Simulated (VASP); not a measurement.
# Al2BN3 (P-4m2) in VASP: further runs, part 2 of 3

VASP 6.6.1. The steps go on from the part before.

## Step 3: Single point, PBE

This run uses another cell than the first one, of 11.42 Å³/atom, 1.139 times its volume.

INCAR

```
SYSTEM = Al2BN3
  PREC = Accurate
  ENCUT = 520
  EDIFF = 1E-7
  ISMEAR = 0
  SIGMA = 0.1
  LREAL = .FALSE.
  LASPH = .TRUE.
  NELM = 60
  ALGO = Normal
  ISIF = 2
  LWAVE = .FALSE.
  LCHARG = .FALSE.
  GGA = PE
  NBANDS = 21
```

KPOINTS

```
Automatic mesh
0
G
  6 6 4
  0 0 0
```

POSCAR

```
Al2BN3
1.0
    2.6312322719      0.0000000000      0.0000000000
    0.0000000000      2.6312322719      0.0000000000
    0.0000000000      0.0000000000      9.8979754312
Al B N
2 1 3
Direct
    0.5000000000      0.0000000000      0.3917700135
    0.0000000000      0.5000000000      0.6082299865
    0.5000000000      0.5000000000      0.0000000000
    0.0000000000      0.0000000000      0.0000000000
    0.5000000000      0.0000000000      0.6145895634
    0.0000000000      0.5000000000      0.3854104366
```

Potentials or basis: VASP PAW PBE potentials, release 64 (Al, B, N).

The run is started by

```bash
> cat potpaw_PBE.64/Al/POTCAR potpaw_PBE.64/B/POTCAR potpaw_PBE.64/N/POTCAR > POTCAR
> mpirun -np 1 vasp_std > vasp.out
```

OUTCAR:

```text
SYSTEM = Al2BN3
   PREC = Accurate
   ENCUT = 520
   EDIFF = 1E-7
   ISMEAR = 0
   LREAL = .FALSE.
   LASPH = .TRUE.
   NELM = 60
   ISIF = 2
   GGA = PE

 ion  position               nearest neighbor table
   1  0.500  0.000  0.392-   6 1.86   6 1.86   6 1.86   6 1.86   5 2.21   2 2.84   2 2.84   2 2.84
                             2 2.84
   2  0.000  0.500  0.608-   5 1.86   5 1.86   5 1.86   5 1.86   6 2.21   1 2.84   1 2.84   1 2.84
                             1 2.84
   3  0.500  0.500  0.000-   4 1.86   4 1.86   4 1.86   4 1.86
   4  0.000  0.000  0.000-   3 1.86   3 1.86   3 1.86   3 1.86
   5  0.500  0.000  0.615-   2 1.86   2 1.86   2 1.86   2 1.86   1 2.21
   6  0.000  0.500  0.385-   1 1.86   1 1.86   1 1.86   1 1.86   2 2.21

  LATTYP: Found a simple tetragonal cell.
 ALAT       =     2.6312322719
 C/A-ratio  =     3.7617262212

  Lattice vectors:

 A1 = (   2.6312322719,   0.0000000000,   0.0000000000)
 A2 = (   0.0000000000,   2.6312322719,   0.0000000000)
 A3 = (   0.0000000000,   0.0000000000,   9.8979754312)

Analysis of symmetry for initial positions (statically):
=====================================================================
 Subroutine PRICEL returns:
 Original cell was already a primitive cell.

 Routine SETGRP: Setting up the symmetry group for a
 simple tetragonal supercell.

 Subroutine GETGRP returns: Found  8 space group operations
 (whereof  8 operations were pure point group operations)
 out of a pool of 16 trial point group operations.

The static configuration has the point symmetry D_2d.

Analysis of symmetry for dynamics (positions and initial velocities):
=====================================================================
 Subroutine PRICEL returns:
 Original cell was already a primitive cell.

 Routine SETGRP: Setting up the symmetry group for a
 simple tetragonal supercell.

 Subroutine GETGRP returns: Found  8 space group operations
 (whereof  8 operations were pure point group operations)
 out of a pool of 16 trial point group operations.

The dynamic configuration has the point symmetry D_2d.

 Subroutine INISYM returns: Found  8 space group operations
 (whereof  8 operations are pure point group operations),
 and found     1 'primitive' translations

----------------------------------------------------------------------------------------

                                     Primitive cell

  volume of cell :      68.5275

  direct lattice vectors                    reciprocal lattice vectors
     2.631232272  0.000000000  0.000000000     0.380050067  0.000000000  0.000000000
     0.000000000  2.631232272  0.000000000     0.000000000  0.380050067  0.000000000
     0.000000000  0.000000000  9.897975431     0.000000000  0.000000000  0.101030762

  length of vectors
     2.631232272  2.631232272  9.897975431     0.380050067  0.380050067  0.101030762

  position of ions in fractional coordinates (direct lattice)
     0.500000000  0.000000000  0.391770014
     0.000000000  0.500000000  0.608229986
     0.500000000  0.500000000  0.000000000
     0.000000000  0.000000000  0.000000000
     0.500000000  0.000000000  0.614589563
     0.000000000  0.500000000  0.385410437
[... 27 lines left out ...]

  Shift w.r.t. Gamma in fractional coordinates (k-lattice)
     0.000000000  0.000000000  0.000000000

 Subroutine IBZKPT returns following result:
 ===========================================

 Found     30 irreducible k-points:

 Following reciprocal coordinates:
            Coordinates               Weight
  0.000000  0.000000  0.000000      1.000000
  0.166667  0.000000  0.000000      4.000000
  0.333333  0.000000  0.000000      4.000000
  0.500000  0.000000  0.000000      2.000000
  0.166667  0.166667  0.000000      4.000000
  0.333333  0.166667  0.000000      8.000000
[... 16 lines left out ...]
  0.333333  0.000000  0.500000      4.000000
  0.500000  0.000000  0.500000      2.000000
 [... further k-points ...]
   k-points           NKPTS =     30   k-points in BZ     NKDIM =     30   number of bands    NBANDS=     21
   number of dos      NEDOS =    301   number of ions     NIONS =      6
   total plane-waves  NPLWV =  32000
   dimension x,y,z NGX =    20 NGY =   20 NGZ =   80
   dimension x,y,z NGXF=    40 NGYF=   40 NGZF=  160
   ions per type =               2   1   3
   NGX,Y,Z   is equivalent  to a cutoff of  12.64, 12.64, 13.44 a.u.
   NGXF,Y,Z  is equivalent  to a cutoff of  25.27, 25.27, 26.87 a.u.
 SYSTEM =  Al2BN3
   PREC   = accura    normal or accurate (medium, high low for compatibility)
   ISTART =      0    job   : 0-new  1-cont  2-samecut
   ICHARG =      2    charge: 1-file 2-atom 10-const
   ISPIN  =      1    spin polarized calculation?
   LNONCOLLINEAR =      F non collinear calculations
   LSORBIT =      F    spin-orbit coupling
   LASPH  =      T    aspherical Exc in radial PAW
   ENCUT  =  520.0 eV  38.22 Ry    6.18 a.u.   4.89  4.89 18.40*2*pi/ulx,y,z
   NELM   =     60;   NELMIN=  2; NELMDL= -5     # of ELM steps
   EDIFF  = 0.1E-06   stopping-criterion for ELM
   LREAL  =      F    real-space projection
   EDIFFG = 0.1E-05   stopping-criterion for IOM
   NSW    =      0    number of steps for IOM
   IBRION =     -1    ionic relax: 0-MD 1-quasi-New 2-CG
   NFREE  =      0    steps in history (QN), initial steepest desc. (CG)
   ISIF   =      2    stress and relaxation
   ISYM   =      2    0-nonsym 1-usesym 2-fastsym
   POTIM  = 0.5000    time-step for ionic-motion
   TEBEG  =    0.0;   TEEND  =   0.0 temperature during run
   PSTRESS=    0.0 pullay stress
   NELECT =      24.0000    total number of electrons
   NUPDOWN=      -1.0000    fix difference up-down
   EMIN   =  10.00;   EMAX   =-10.00  energy-range for DOS
   EFERMI =   0.00;   METHOD = LEGACY
   ISMEAR =     0;   SIGMA  =   0.10  broadening in eV -4-tet -1-fermi 0-gaus
   EFERMI_NEDOS =   21; number of points for ismear=-14 and -15
   IALGO  =     38    algorithm
   IMIX   =      4    mixing-type and parameters
     AMIX     =   0.40;   BMIX     =  1.00
     AMIX_MAG =   1.60;   BMIX_MAG =  1.00
  volume/ion in A,a.u.               =      11.42        77.07
  Fermi-wavevector in a.u.,A,eV,Ry     =   1.153959  2.180666 18.117805  1.331621
  Thomas-Fermi vector in A             =   2.290599
   LORBIT       =      0    0 simple, 1 ext, 2 COOP (PROOUT), +10 PAW based schemes
   GGA     = PE    functional components
   LHFCALC =     F    Hartree Fock is set to
   AEXX    =    0.0000 exact exchange contribution
   IVDW    =     0    specifies the selected vdW correction
   LEPSILON=     F    determine dielectric tensor
   LRPA    =     F    only Hartree local field effects (RPA)
 non-spin polarized calculation
 Gauss-broadening in eV      SIGMA  =   0.10
  energy-cutoff  :      520.00
  volume of cell :       68.53
 maximum number of plane-waves:      1888
 NGX is ok and might be reduce to    20
   NGX =  9   NGY =  9   NGZ = 37

 number of electron      23.9999995 magnetization

 Free energy of the ion-electron system (eV)
  ---------------------------------------------------
  ext. energy  EPLUGINS =         0.00000000
  ---------------------------------------------------
  free energy    TOTEN  =       -39.67289139 eV

  energy without entropy =      -39.66044896  energy(sigma->0) =      -39.66667018

 E-fermi :   4.2561     XC(G=0):  -9.8310

 val. band max:        4.1993281118   @ k =   0.5000   0.3333   0.0000
 cond. band min:       4.4722443906   @ k =   0.5000   0.5000   0.5000
 fundamental gap:      0.2729162789
 Fermi energy:         4.2560894616

 k-point     1 :       0.0000    0.0000    0.0000
  band No.  band energies     occupation
      1     -12.6250      2.00000
      2     -11.8079      2.00000
      3     -10.7764      2.00000
      4      -1.4245      2.00000
      5      -0.0720      2.00000
      6       2.2759      2.00000
[... 565 lines left out ...]
     20      13.9639      0.00000
     21      15.5295      0.00000

 [... further k-points ...]
[... 5 lines left out ...]
  --------------------------------------------------------------------------------------
  -------------------------------------------------------------------------------------
  Total       -0.0322600     -0.0322600      0.0422611      0.0000000      0.0000000      0.0000000
  in kB       -0.7542409     -0.7542409      0.9880680      0.0000000      0.0000000      0.0000000
  external PRESSURE =      -0.1734713 kB  Pullay stress =       0.0000000 kB

 VOLUME and BASIS-vectors are now :
 -----------------------------------------------------------------------------
  energy-cutoff  :      520.00
  volume of cell :       68.53
      direct lattice vectors                 reciprocal lattice vectors
     2.631232272  0.000000000  0.000000000     0.380050067  0.000000000  0.000000000
     0.000000000  2.631232272  0.000000000     0.000000000  0.380050067  0.000000000
     0.000000000  0.000000000  9.897975431     0.000000000  0.000000000  0.101030762

 POSITION                                       TOTAL-FORCE (eV/Angst)
 -----------------------------------------------------------------------------------
      1.31562      0.00000      3.87773         0.000000      0.000000     -0.000063
      0.00000      1.31562      6.02025         0.000000      0.000000      0.000063
      1.31562      1.31562      0.00000         0.000000      0.000000      0.000000
      0.00000      0.00000      0.00000         0.000000      0.000000      0.000000
      1.31562      0.00000      6.08319        -0.000000      0.000000      0.006178
      0.00000      1.31562      3.81478         0.000000      0.000000     -0.006178
 -----------------------------------------------------------------------------------
    total drift:                                0.000000      0.000000      0.000000

  FREE ENERGIE OF THE ION-ELECTRON SYSTEM (eV)
  ---------------------------------------------------
  free  energy   TOTEN  =       -39.6728913939 eV

  energy  without entropy=      -39.6604489642  energy(sigma->0) =      -39.66667018
```

Run time: 26 s. Hardware: 1 thread of Intel Xeon 6975P-C (Granite Rapids), shared host; peak memory 0.19 GiB.

What came out:

* Free energy: -39.6729 eV
* Pressure: 0.0 GPa
* Largest force: 0.006 eV/Å
* Band gap on the k mesh: zero (band 12 reaches 4.71 eV, above the bottom of band 13 at 4.20 eV)

Forces in eV/Å, atoms in the order of the input:
```
Al   0.000  0.000  0.000
Al   0.000  0.000  0.000
B    0.000  0.000  0.000
N    0.000  0.000  0.000
N    0.000  0.000  0.006
N    0.000  0.000 -0.006
```

Stress tensor (GPa, compression positive):
```
-0.08  0.00  0.00
 0.00 -0.08  0.00
 0.00  0.00  0.10
```

Caveat: the k points lie up to 0.40 Å⁻¹ apart.

(Continued in part 3 of 3.)
